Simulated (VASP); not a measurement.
# Si (P6_3/mmc) in VASP: notebook

Runs on Si. Level: LDA. Tasks: single point.

Everything below comes from runs of VASP 6.6.1. Logs are shortened: lines on timing, memory, paths and dates and some standing lists are left out, and cuts for length are marked.

### 1 The cell of the first run

It takes space group P6_3/mmc (No. 194, hexagonal). The conventional cell has a = 3.802 Å, b = 3.802 Å, c = 6.289 Å, α = 90.00°, β = 90.00°, γ = 120.00°. Si (site symmetry 3m) has 4 Si at 2.33 to 2.35 Å within 3.1 Å.

### 2 Single point, LDA

Input file INCAR:

```
PREC = Accurate
ENCUT = 520
EDIFF = 1E-6
ISMEAR = 0
SIGMA = 0.03
LREAL = False
LASPH = True
NELM = 60
ALGO = Normal
ISIF = 2
LWAVE = False
LCHARG = False
GGA = CA
NBANDS = 16
```

Input file KPOINTS:

```
Automatic mesh
0
Gamma
  12 12 6
```

Input file POSCAR:

```
Si
1.0
    3.8016851185      0.0000000000      0.0000000000
   -1.9008425593      3.2923558898      0.0000000000
    0.0000000000      0.0000000000      6.2886938331
Si
4
Direct
    0.3333333333      0.6666666667      0.0630360460
    0.6666666667      0.3333333333      0.5630360460
    0.3333333333      0.6666666667      0.4369639540
    0.6666666667      0.3333333333      0.9369639540
```

Potentials or basis: VASP PAW LDA potentials, release 64 (Si).

Run with:

```sh
> cat potpaw_LDA.64/Si/POTCAR > POTCAR
> mpirun -np 1 vasp_std > vasp.out
```

OUTCAR:

```text
PREC = Accurate
   ENCUT = 520
   EDIFF = 1E-6
   ISMEAR = 0
   LREAL = False
   LASPH = True
   NELM = 60
   ISIF = 2
   GGA = CA

 ion  position               nearest neighbor table
   1  0.333  0.667  0.063-   4 2.33   4 2.33   4 2.33   3 2.35
   2  0.667  0.333  0.563-   3 2.33   3 2.33   3 2.33   4 2.35
   3  0.333  0.667  0.437-   2 2.33   2 2.33   2 2.33   1 2.35
   4  0.667  0.333  0.937-   1 2.33   1 2.33   1 2.33   2 2.35

  LATTYP: Found a hexagonal cell.
 ALAT       =     3.8016851185
 C/A-ratio  =     1.6541858773

  Lattice vectors:

 A1 = (   3.8016851185,   0.0000000000,   0.0000000000)
 A2 = (  -1.9008425593,   3.2923558898,   0.0000000000)
 A3 = (   0.0000000000,   0.0000000000,   6.2886938331)

Analysis of symmetry for initial positions (statically):
=====================================================================
 Subroutine PRICEL returns:
 Original cell was already a primitive cell.

 Routine SETGRP: Setting up the symmetry group for a
 hexagonal supercell.

 Subroutine GETGRP returns: Found 24 space group operations
 (whereof 12 operations were pure point group operations)
 out of a pool of 24 trial point group operations.

The static configuration has the point symmetry D_3d.
 The point group associated with its full space group is D_6h.

Analysis of symmetry for dynamics (positions and initial velocities):
=====================================================================
 Subroutine PRICEL returns:
 Original cell was already a primitive cell.

 Routine SETGRP: Setting up the symmetry group for a
 hexagonal supercell.

 Subroutine GETGRP returns: Found 24 space group operations
 (whereof 12 operations were pure point group operations)
 out of a pool of 24 trial point group operations.

The dynamic configuration has the point symmetry D_3d.
 The point group associated with its full space group is D_6h.

 Subroutine INISYM returns: Found 24 space group operations
 (whereof 12 operations are pure point group operations),
 and found     1 'primitive' translations

----------------------------------------------------------------------------------------

                                     Primitive cell

  volume of cell :      78.7124

  direct lattice vectors                    reciprocal lattice vectors
     3.801685119  0.000000000  0.000000000     0.263041249  0.151866936  0.000000000
    -1.900842559  3.292355890  0.000000000     0.000000000  0.303733871  0.000000000
     0.000000000  0.000000000  6.288693833     0.000000000  0.000000000  0.159015533

  length of vectors
     3.801685119  3.801685119  6.288693833     0.303733871  0.303733871  0.159015533

  position of ions in fractional coordinates (direct lattice)
     0.333333333  0.666666667  0.063036046
     0.666666667  0.333333333  0.563036046
     0.333333333  0.666666667  0.436963954
     0.666666667  0.333333333  0.936963954

  ion indices of the primitive-cell ions
   primitive index   ion index
                 1           1
                 2           2
                 3           3
                 4           4

----------------------------------------------------------------------------------------

 KPOINTS: Automatic mesh

Automatic generation of k-mesh.
 Grid dimensions read from file:
 generate k-points for:   12   12    6

 Generating k-lattice:

  Cartesian coordinates                     Fractional coordinates (reciprocal lattice)
     0.021920104  0.012655578  0.000000000     0.083333333 -0.000000000  0.000000000
     0.000000000  0.025311156  0.000000000     0.000000000  0.083333333  0.000000000
     0.000000000  0.000000000  0.026502589     0.000000000  0.000000000  0.166666667

  Length of vectors
     0.025311156  0.025311156  0.026502589

  Shift w.r.t. Gamma in fractional coordinates (k-lattice)
     0.000000000  0.000000000  0.000000000

 Subroutine IBZKPT returns following result:
 ===========================================

 Found     76 irreducible k-points:

 Following reciprocal coordinates:
            Coordinates               Weight
  0.000000  0.000000  0.000000      1.000000
  0.083333  0.000000  0.000000      6.000000
  0.166667  0.000000  0.000000      6.000000
  0.250000  0.000000  0.000000      6.000000
  0.333333  0.000000  0.000000      6.000000
  0.416667  0.000000  0.000000      6.000000
[... 16 lines left out ...]
  0.250000  0.000000  0.166667     12.000000
  0.333333  0.000000  0.166667     12.000000
 [... further k-points ...]
   k-points           NKPTS =     76   k-points in BZ     NKDIM =     76   number of bands    NBANDS=     16
   number of dos      NEDOS =    301   number of ions     NIONS =      4
   total plane-waves  NPLWV =  37632
   dimension x,y,z NGX =    28 NGY =   28 NGZ =   48
   dimension x,y,z NGXF=    56 NGYF=   56 NGZF=   96
   ions per type =               4
   NGX,Y,Z   is equivalent  to a cutoff of  12.24, 12.24, 12.69 a.u.
   NGXF,Y,Z  is equivalent  to a cutoff of  24.49, 24.49, 25.38 a.u.
 SYSTEM =  unknown system
   PREC   = accura    normal or accurate (medium, high low for compatibility)
   ISTART =      0    job   : 0-new  1-cont  2-samecut
   ICHARG =      2    charge: 1-file 2-atom 10-const
   ISPIN  =      1    spin polarized calculation?
   LNONCOLLINEAR =      F non collinear calculations
   LSORBIT =      F    spin-orbit coupling
   LASPH  =      T    aspherical Exc in radial PAW
   ENCUT  =  520.0 eV  38.22 Ry    6.18 a.u.   7.07  7.07 11.69*2*pi/ulx,y,z
   NELM   =     60;   NELMIN=  2; NELMDL= -5     # of ELM steps
   EDIFF  = 0.1E-05   stopping-criterion for ELM
   LREAL  =      F    real-space projection
   EDIFFG = 0.1E-04   stopping-criterion for IOM
   NSW    =      0    number of steps for IOM
   IBRION =     -1    ionic relax: 0-MD 1-quasi-New 2-CG
   NFREE  =      0    steps in history (QN), initial steepest desc. (CG)
   ISIF   =      2    stress and relaxation
   ISYM   =      2    0-nonsym 1-usesym 2-fastsym
   POTIM  = 0.5000    time-step for ionic-motion
   TEBEG  =    0.0;   TEEND  =   0.0 temperature during run
   PSTRESS=    0.0 pullay stress
   NELECT =      16.0000    total number of electrons
   NUPDOWN=      -1.0000    fix difference up-down
   EMIN   =  10.00;   EMAX   =-10.00  energy-range for DOS
   EFERMI =   0.00;   METHOD = LEGACY
   ISMEAR =     0;   SIGMA  =   0.03  broadening in eV -4-tet -1-fermi 0-gaus
   EFERMI_NEDOS =   21; number of points for ismear=-14 and -15
   IALGO  =     38    algorithm
   IMIX   =      4    mixing-type and parameters
     AMIX     =   0.40;   BMIX     =  1.00
     AMIX_MAG =   1.60;   BMIX_MAG =  1.00
  volume/ion in A,a.u.               =      19.68       132.79
  Fermi-wavevector in a.u.,A,eV,Ry     =   0.962573  1.818999 12.606436  0.926547
  Thomas-Fermi vector in A             =   2.092044
   LORBIT       =      0    0 simple, 1 ext, 2 COOP (PROOUT), +10 PAW based schemes
   GGA     = CA    functional components
   LHFCALC =     F    Hartree Fock is set to
   AEXX    =    0.0000 exact exchange contribution
   IVDW    =     0    specifies the selected vdW correction
   LEPSILON=     F    determine dielectric tensor
   LRPA    =     F    only Hartree local field effects (RPA)
 non-spin polarized calculation
 Gauss-broadening in eV      SIGMA  =   0.03
  energy-cutoff  :      520.00
  volume of cell :       78.71
 maximum number of plane-waves:      2138
   NGX = 15   NGY = 15   NGZ = 23

 number of electron      15.9999998 magnetization

 Free energy of the ion-electron system (eV)
  ---------------------------------------------------
  ext. energy  EPLUGINS =         0.00000000
  ---------------------------------------------------
  free energy    TOTEN  =       -23.80034236 eV

  energy without entropy =      -23.80034236  energy(sigma->0) =      -23.80034236

 E-fermi :   6.3314     XC(G=0):  -9.6669

 val. band max:        6.2116110798   @ k =   0.0000   0.0000   0.0000
 cond. band min:       6.4802531049   @ k =   0.5000   0.0000   0.0000
 fundamental gap:      0.2686420252
 Fermi energy:         6.3313967983

 k-point     1 :       0.0000    0.0000    0.0000
  band No.  band energies     occupation
      1      -6.1438      2.00000
      2      -3.8027      2.00000
      3      -1.1439      2.00000
      4       4.6668      2.00000
      5       4.6668      2.00000
      6       5.8427      2.00000
[... 8 lines left out ...]
     15      10.3660      0.00000
     16      12.1023      0.00000

 k-point     2 :       0.0833    0.0000    0.0000
  band No.  band energies     occupation
      1      -6.0613      2.00000
      2      -3.7188      2.00000
      3      -1.0964      2.00000
      4       3.9580      2.00000
      5       4.4909      2.00000
      6       5.5884      2.00000
[... 8 lines left out ...]
     15      10.6827      0.00000
     16      11.5624      0.00000

 k-point     3 :       0.1667    0.0000    0.0000
  band No.  band energies     occupation
      1      -5.8158      2.00000
      2      -3.4688      2.00000
      3      -0.9799      2.00000
      4       2.7400      2.00000
      5       4.1032      2.00000
      6       4.3528      2.00000
[... 8 lines left out ...]
     15      11.5152      0.00000
     16      11.8174      0.00000

 k-point     4 :       0.2500    0.0000    0.0000
  band No.  band energies     occupation
      1      -5.4149      2.00000
      2      -3.0589      2.00000
      3      -0.9171      2.00000
      4       1.6683      2.00000
      5       3.0276      2.00000
      6       3.6969      2.00000
[... 8 lines left out ...]
     15      12.2137      0.00000
     16      12.6791      0.00000
[... 324 lines left out ...]
 k-point    22 :       0.1667    0.0000    0.1667
  band No.  band energies     occupation
      1      -5.7248      2.00000
      2      -3.8110      2.00000
      3      -0.4843      2.00000
      4       2.8372      2.00000
      5       3.9298      2.00000
      6       4.1766      2.00000
[... 8 lines left out ...]
     15      11.3022      0.00000
     16      11.8979      0.00000

 k-point    23 :       0.2500    0.0000    0.1667
  band No.  band energies     occupation
      1      -5.3245      2.00000
      2      -3.4127      2.00000
      3      -0.4676      2.00000
      4       1.8213      2.00000
      5       2.6862      2.00000
      6       3.7715      2.00000
[... 8 lines left out ...]
     15      12.2795      0.00000
     16      12.5305      0.00000

 k-point    24 :       0.3333    0.0000    0.1667
  band No.  band energies     occupation
      1      -4.7892      2.00000
      2      -2.8904      2.00000
      3      -0.8759      2.00000
      4       1.4080      2.00000
      5       1.5070      2.00000
      6       3.4452      2.00000
[... 8 lines left out ...]
     15      13.3347      0.00000
     16      13.3833      0.00000

 [... further k-points ...]
[... 5 lines left out ...]
  --------------------------------------------------------------------------------------
  -------------------------------------------------------------------------------------
  Total        0.0367541      0.0367541      0.0398886     -0.0000000      0.0000000      0.0000000
  in kB        0.7481231      0.7481231      0.8119256     -0.0000000      0.0000000      0.0000000
  external PRESSURE =       0.7693906 kB  Pullay stress =       0.0000000 kB

 VOLUME and BASIS-vectors are now :
 -----------------------------------------------------------------------------
  energy-cutoff  :      520.00
  volume of cell :       78.71
      direct lattice vectors                 reciprocal lattice vectors
     3.801685119  0.000000000  0.000000000     0.263041249  0.151866936  0.000000000
    -1.900842559  3.292355890  0.000000000     0.000000000  0.303733871  0.000000000
     0.000000000  0.000000000  6.288693833     0.000000000  0.000000000  0.159015533

 POSITION                                       TOTAL-FORCE (eV/Angst)
 -----------------------------------------------------------------------------------
     -0.00000      2.19490      0.39641         0.000000      0.000000      0.000973
      1.90084      1.09745      3.54076        -0.000000      0.000000      0.000973
     -0.00000      2.19490      2.74793         0.000000     -0.000000     -0.000973
      1.90084      1.09745      5.89228        -0.000000      0.000000     -0.000973
 -----------------------------------------------------------------------------------
    total drift:                               -0.000000      0.000000     -0.000000

  FREE ENERGIE OF THE ION-ELECTRON SYSTEM (eV)
  ---------------------------------------------------
  free  energy   TOTEN  =       -23.8003423570 eV

  energy  without entropy=      -23.8003423570  energy(sigma->0) =      -23.80034236
```

Run time: 56 s. Hardware: 1 thread of Intel Xeon Platinum 8488C (Sapphire Rapids), shared host; peak memory 0.19 GiB.

Results:

- Free energy: -23.8003 eV
- Pressure: 0.1 GPa
- Band gap on the k mesh: 0.27 eV, indirect (least direct gap 1.00 eV)

A k mesh can miss the band edges.

### 3 Single point, LDA (c/a of the conventional cell at fixed volume 1.9850)

Input file INCAR:

```
  ALGO = Normal
  EDIFF = 1E-6
  ENCUT = 520
  GGA = CA
  ISIF = 2
  ISMEAR = 0
  LASPH = True
  LCHARG = True
  LELF = True
  LREAL = False
  LVHAR = True
  LWAVE = False
  NBANDS = 16
  NELM = 100
  PREC = Accurate
  SIGMA = 0.03
```

Input file KPOINTS:

```
k-points
0
Gamma
  12 12 6
```

Input file POSCAR:

```
Si
1.0
    3.5775365161      0.0000000000      0.0000000000
   -1.7887682581      3.0982375059      0.0000000000
    0.0000000000      0.0000000000      7.1014099845
Si
4
Direct
    0.3333333333      0.6666666667      0.0678065120
    0.6666666667      0.3333333333      0.5678065120
    0.3333333333      0.6666666667      0.4321934880
    0.6666666667      0.3333333333      0.9321934880
```

Potentials or basis: VASP PAW LDA potentials, release 64 (Si).

Run with:

```sh
> cat potpaw_LDA.64/Si/POTCAR > POTCAR
> mpirun -np 1 vasp_std > vasp.out
```

Wall time 53 s (1 thread of Intel Xeon Platinum 8488C (Sapphire Rapids), shared host); peak memory 0.19 GiB.

It converged, with:

```
Free energy            : -22.8716 eV
Pressure               : 1.7 GPa
Largest force          : 0.520 eV/Å
Band gap on the k mesh : zero (band 8 reaches 6.65 eV, above the bottom of band 9 at 5.98 eV)
```

Forces in eV/Å, atoms in the order of the input:
```
Si   0.000  0.000  0.520
Si   0.000  0.000  0.520
Si   0.000  0.000 -0.520
Si   0.000  0.000 -0.520
```

Stress tensor (GPa, compression positive):
```
 11.33   0.00   0.00
  0.00  11.33   0.00
  0.00   0.00 -17.48
```

Levels at points of the mesh, in eV from the Fermi level:
| k point | band 6 | band 7 | band 8 | band 9 | band 10 | band 11 |
| --- | --- | --- | --- | --- | --- | --- |
| (0.00, 0.00, 0.00) | -0.41 | -0.41 | 0.43 | 0.43 | 3.00 | 3.00 |
| (0.50, 0.00, 0.00) | -3.01 | -2.33 | -1.40 | 1.11 | 1.93 | 2.07 |
| (0.00, 0.00, 0.50) | -0.05 | -0.05 | -0.05 | 3.10 | 3.10 | 3.64 |
| (0.50, 0.00, 0.50) | -3.02 | -1.93 | -1.93 | 0.17 | 0.17 | 1.71 |

### 4 Single point, LDA (c/a of the conventional cell at fixed volume 1.7204)

Input file INCAR:

```
SYSTEM = Si
ALGO = Normal ; EDIFF = 1E-7
ENCUT = 520 ; GGA = CA
ISIF = 2 ; ISMEAR = 0
LASPH = .TRUE. ; LCHARG = .FALSE.
LREAL = .FALSE. ; LWAVE = .FALSE.
NBANDS = 16 ; NELM = 80
PREC = Accurate ; SIGMA = 0.03
```

Input file KPOINTS:

```
k-points
0
G
  12 12 6
  0 0 0
```

Input file POSCAR:

```
Si
1.0
    3.7522730523      0.0000000000      0.0000000000
   -1.8761365262      3.2495637852      0.0000000000
    0.0000000000      0.0000000000      6.4554105591
Si
4
Direct
    0.3333333333      0.6666666667      0.0868883759
    0.6666666667      0.3333333333      0.5868883759
    0.3333333333      0.6666666667      0.4131116241
    0.6666666667      0.3333333333      0.9131116241
```

Run with:

```sh
> cat potpaw_LDA.64/Si/POTCAR > POTCAR
> mpirun -np 1 vasp_std > vasp.out
```

Wall time 50 s (1 thread of Intel Xeon Platinum 8488C (Sapphire Rapids), shared host); peak memory 0.19 GiB.

It converged, with:

```
Free energy            : -22.5607 eV
Pressure               : 1.6 GPa
Largest force          : 4.746 eV/Å
Band gap on the k mesh : zero (band 8 reaches 7.17 eV, above the bottom of band 9 at 5.81 eV)
```

Forces in eV/Å, atoms in the order of the input:
```
Si   0.000  0.000 -4.746
Si   0.000  0.000 -4.746
Si   0.000  0.000  4.746
Si   0.000  0.000  4.746
```

Stress tensor (GPa, compression positive):
```
-4.15  0.00  0.00
 0.00 -4.15  0.00
 0.00  0.00 13.08
```

Levels at points of the mesh, in eV from the Fermi level:
```csv
k point,band 5,band 6,band 7,band 8,band 9,band 10,band 11,band 12
"(0.00, 0.00, 0.00)",-1.23,-1.23,0.78,0.78,1.50,1.50,1.64,2.02
"(0.50, 0.00, 0.00)",-5.54,-4.08,-2.88,-0.83,0.60,1.26,1.74,2.49
"(0.00, 0.00, 0.50)",-0.58,-0.58,-0.58,-0.58,2.37,2.37,3.04,3.04
"(0.50, 0.00, 0.50)",-3.35,-3.35,-2.17,-2.17,0.13,0.13,1.84,1.84
```

Caveat: forces of over 1 eV/Å act on the atoms, so gaps and moduli don't describe the material at rest.

(Continued in part 2 of 2.)
